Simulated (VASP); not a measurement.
# Ti3N3O in VASP: relaxation of the atoms with PBE

Aim: the relaxation of the atoms of Ti3N3O with PBE.

All numbers are computed with VASP 6.6.1; they aren't measurements. Logs are shortened: lines on timing, memory, paths and dates and some standing lists are left out, and cuts for length are marked.

**1. The cell of the first run**

The cell holds a slab with vacuum, 7 atoms: a = 3.003 Å, b = 3.003 Å, c = 21.554 Å, α = 90.00°, β = 90.00°, γ = 120.00°.

**2. Relaxation of the atoms, PBE**

Contents of INCAR:

```
SYSTEM = Ti3N3O
PREC = Accurate ; ENCUT = 520
EDIFF = 1E-6 ; ISMEAR = 0
SIGMA = 0.1 ; LREAL = .False.
LASPH = .True. ; NELM = 100
ALGO = Normal ; ISIF = 2
LWAVE = .False. ; LCHARG = .False.
LDIPOL = .True. ; IDIPOL = 3
DIPOL = 0.5 0.5 0.362 ; GGA = PE
IBRION = 2 ; NSW = 50
EDIFFG = -0.025
```

Contents of KPOINTS:

```
regular mesh
0
Gamma
  9 9 1
  0 0 0
```

Contents of POSCAR:

```
Ti3N3O
1.0
    3.0028555065      0.0000000000      0.0000000000
   -1.5014277533      2.6005491526      0.0000000000
    0.0000000000      0.0000000000     21.5541471922
N Ti O
3 3 1
Selective dynamics
Direct
    0.3333333333      0.6666666667      0.1855791354  F F F
    0.0000000000      0.0000000000      0.2993308525  F F F
    0.6666666667      0.3333333333      0.4147299352  F F F
    0.6666666667      0.3333333333      0.2424549940  F F F
    0.3333333333      0.6666666667      0.3575097830  F F F
    0.0000000000      0.0000000000      0.4664599858  T T T
    0.0000000000      0.0000000000      0.5713121972  F F T
```

Potentials or basis: VASP PAW PBE potentials, release 64 (N, Ti_sv, O).

Command:

```sh
$ cat potpaw_PBE.64/N/POTCAR potpaw_PBE.64/Ti_sv/POTCAR potpaw_PBE.64/O/POTCAR > POTCAR
$ mpirun -np 1 vasp_std > vasp.out
```

OUTCAR:

```text
SYSTEM = Ti3N3O
   PREC = Accurate
   ENCUT = 520
   EDIFF = 1E-6
   ISMEAR = 0
   LREAL = .False.
   LASPH = .True.
   NELM = 100
   ISIF = 2
   GGA = PE
   IBRION = 2
   NSW = 50
   EDIFFG = -0.025

 ion  position               nearest neighbor table
   1  0.333  0.667  0.186-   4 2.12   4 2.12   4 2.12
   2  0.000  0.000  0.299-   4 2.12   4 2.12   4 2.12   5 2.14   5 2.14   5 2.14
   3  0.667  0.333  0.415-   6 2.06   6 2.06   6 2.06   5 2.13   5 2.13   5 2.13
   4  0.667  0.333  0.242-   2 2.12   2 2.12   2 2.12   1 2.12   1 2.12   1 2.12
   5  0.333  0.667  0.358-   3 2.13   3 2.13   3 2.13   2 2.14   2 2.14   2 2.14   6 2.92   6 2.92
                             6 2.92
   6  0.000  0.000  0.466-   3 2.06   3 2.06   3 2.06   7 2.26   5 2.92   5 2.92   5 2.92
   7  0.000  0.000  0.571-   6 2.26

  LATTYP: Found a hexagonal cell.
 ALAT       =     3.0028555065
 C/A-ratio  =     7.1778835663

  Lattice vectors:

 A1 = (   3.0028555065,   0.0000000000,   0.0000000000)
 A2 = (  -1.5014277533,   2.6005491526,   0.0000000000)
 A3 = (   0.0000000000,   0.0000000000,  21.5541471922)

Analysis of symmetry for initial positions (statically):
=====================================================================
 Subroutine PRICEL returns:
 Original cell was already a primitive cell.

 Routine SETGRP: Setting up the symmetry group for a
 hexagonal supercell.

 Subroutine GETGRP returns: Found  6 space group operations
 (whereof  6 operations were pure point group operations)
 out of a pool of 24 trial point group operations.

The static configuration has the point symmetry C_3v.

Analysis of symmetry for dynamics (positions and initial velocities):
=====================================================================
 Subroutine PRICEL returns:
 Original cell was already a primitive cell.

 Routine SETGRP: Setting up the symmetry group for a
 hexagonal supercell.

 Subroutine GETGRP returns: Found  6 space group operations
 (whereof  6 operations were pure point group operations)
 out of a pool of 24 trial point group operations.

The dynamic configuration has the point symmetry C_3v.

Analysis of constrained symmetry for selective dynamics:
=====================================================================
[... 134 lines left out ...]
   AEXX    =    0.0000 exact exchange contribution
   IVDW    =     0    specifies the selected vdW correction
   LEPSILON=     F    determine dielectric tensor
   LRPA    =     F    only Hartree local field effects (RPA)
 conjugate gradient relaxation of ions
 non-spin polarized calculation
 Gauss-broadening in eV      SIGMA  =   0.10
  energy-cutoff  :      520.00
  volume of cell :      168.32
 maximum number of plane-waves:      4581
 NGX is ok and might be reduce to    24
   NGX = 11   NGY = 11   NGZ = 81

--------------------------------------- Ionic step        1  -------------------------------------------

 number of electron      57.0000015 magnetization

 Free energy of the ion-electron system (eV)
  ---------------------------------------------------
  ext. energy  EPLUGINS =         0.00000000
  ---------------------------------------------------
  free energy    TOTEN  =       -58.97353578 eV

  energy without entropy =      -58.94444781  energy(sigma->0) =      -58.95899179

------------------------ aborting loop because EDIFF is reached ----------------------------------------

  FORCE on cell =-STRESS in cart. coord.  units (eV):
  Direction    XX          YY          ZZ          XY          YZ          ZX
  --------------------------------------------------------------------------------------
  -------------------------------------------------------------------------------------
  Total       -0.2957755     -0.2957755    -13.7302542      0.0000000     -0.0000000     -0.0000000
  in kB       -2.8154148     -2.8154148   -130.6949526      0.0000000     -0.0000000     -0.0000000
  external PRESSURE =     -45.4419274 kB  Pullay stress =       0.0000000 kB
[... 104 lines left out ...]
  FREE ENERGIE OF THE ION-ELECTRON SYSTEM (eV)
  ---------------------------------------------------
  free  energy   TOTEN  =       301.9377915967 eV

  energy  without entropy=      301.9664635785  energy(sigma->0) =      301.95212759

 vacuum level on the upper side and lower side of the slab       (xc-potential included)        -0.003        -0.194

 dipolmoment           0.000000      0.000000     -0.033822 electrons x Angstroem

[... ionic steps 4 to 19 ...]

--------------------------------------- Ionic step       20  -------------------------------------------

 number of electron      57.0000016 magnetization

------------------------ aborting loop because EDIFF is reached ----------------------------------------
[... 77 lines left out ...]
--------------------------------------- Ionic step       22  -------------------------------------------

 number of electron      57.0000015 magnetization

 dipolmoment           0.000000      0.000000      0.023892 electrons x Angstroem

 Free energy of the ion-electron system (eV)
  ---------------------------------------------------
  ext. energy  EPLUGINS =         0.00000000
  ---------------------------------------------------
  free energy    TOTEN  =       -61.79166434 eV

  energy without entropy =      -61.77081512  energy(sigma->0) =      -61.78123973

 E-fermi :  -1.4597     XC(G=0):  -5.7890

 val. band max:       -1.6218811842   @ k =   0.3333   0.1111   0.0000
 cond. band min:      -1.4519165947   @ k =   0.2222   0.2222   0.0000
 fundamental gap:      0.1699645895
 Fermi energy:        -1.4596976996

 k-point     1 :       0.0000    0.0000    0.0000
  band No.  band energies     occupation
      1     -59.1035      2.00000
      2     -58.0523      2.00000
      3     -58.0399      2.00000
      4     -35.4890      2.00000
      5     -35.1635      2.00000
      6     -35.1635      2.00000
[... 433 lines left out ...]
     33       1.2418      0.00000
     34       1.5583      0.00000

------------------------ aborting loop because EDIFF is reached ----------------------------------------

 vacuum level on the upper side and lower side of the slab       (xc-potential included)         0.256        -0.284

  FORCE on cell =-STRESS in cart. coord.  units (eV):
  Direction    XX          YY          ZZ          XY          YZ          ZX
  --------------------------------------------------------------------------------------
  -------------------------------------------------------------------------------------
  Total        2.7287546      2.7287546     -3.7657194     -0.0000000      0.0000000      0.0000000
  in kB       25.9743522     25.9743522    -35.8449672     -0.0000000      0.0000000      0.0000000
  external PRESSURE =       5.3679124 kB  Pullay stress =       0.0000000 kB
[... 22 lines left out ...]
  FREE ENERGIE OF THE ION-ELECTRON SYSTEM (eV)
  ---------------------------------------------------
  free  energy   TOTEN  =       -61.7916643352 eV

  energy  without entropy=      -61.7708151180  energy(sigma->0) =      -61.78123973

 reached required accuracy - stopping structural energy minimisation

 vacuum level on the upper side and lower side of the slab         7.263         6.710
```

OSZICAR:

```text
N       E                     dE             d eps       ncg     rms          rms(c)
DAV:   1     0.775766742937E+03    0.77577E+03   -0.30111E+04   880   0.171E+03
DAV:   2     0.629661314917E+02   -0.71280E+03   -0.70114E+03   898   0.525E+02
[... 446 lines left out ...]
DAV:   2    -0.617918610509E+02   -0.45038E-03   -0.49816E-03  1038   0.338E-01    0.958E-02
DAV:   3    -0.617916816893E+02    0.17936E-03   -0.23200E-03  1134   0.200E-01    0.415E-02
DAV:   4    -0.617916667516E+02    0.14938E-04   -0.36285E-04  1190   0.872E-02    0.229E-02
DAV:   5    -0.617916643255E+02    0.24261E-05   -0.52996E-05  1122   0.379E-02    0.103E-02
DAV:   6    -0.617916650039E+02   -0.67835E-06   -0.12306E-05  1092   0.236E-02    0.629E-03
DAV:   7    -0.617916645691E+02    0.43480E-06   -0.12967E-05   912   0.243E-02    0.353E-03
DAV:   8    -0.617916643352E+02    0.23387E-06   -0.15739E-06   616   0.957E-03
  22 F= -.61791664E+02 E0= -.61781240E+02  d E =-.584104E-04
```

Wall time 47 min (1 thread of Intel Xeon Platinum 8175M at 2.50GHz (Skylake/Cascade Lake), shared host); peak memory 0.33 GiB.

Results:

| Property | Result |
| --- | --- |
| Free energy | -61.7917 eV |
| Band gap on the k mesh | zero (an odd number of electrons rules out a gap without spin polarisation) |

Final structure:
```
N Ti O
1.0
     3.00286    0.00000    0.00000
    -1.50143    2.60055    0.00000
     0.00000    0.00000   21.55415
N Ti O
3 3 1
Direct
  0.33333 0.66667 0.18558
  0.00000 0.00000 0.29933
  0.66667 0.33333 0.41473
  0.66667 0.33333 0.24246
  0.33333 0.66667 0.35751
  0.00000 0.00000 0.46865
  0.00000 0.00000 0.54416
```

Caveat: an odd number of electrons without spin polarisation forces a metal; a magnetic or distorted state may lie lower.

The gap in the log of VASP goes by the Fermi energy; the results here count the filled bands.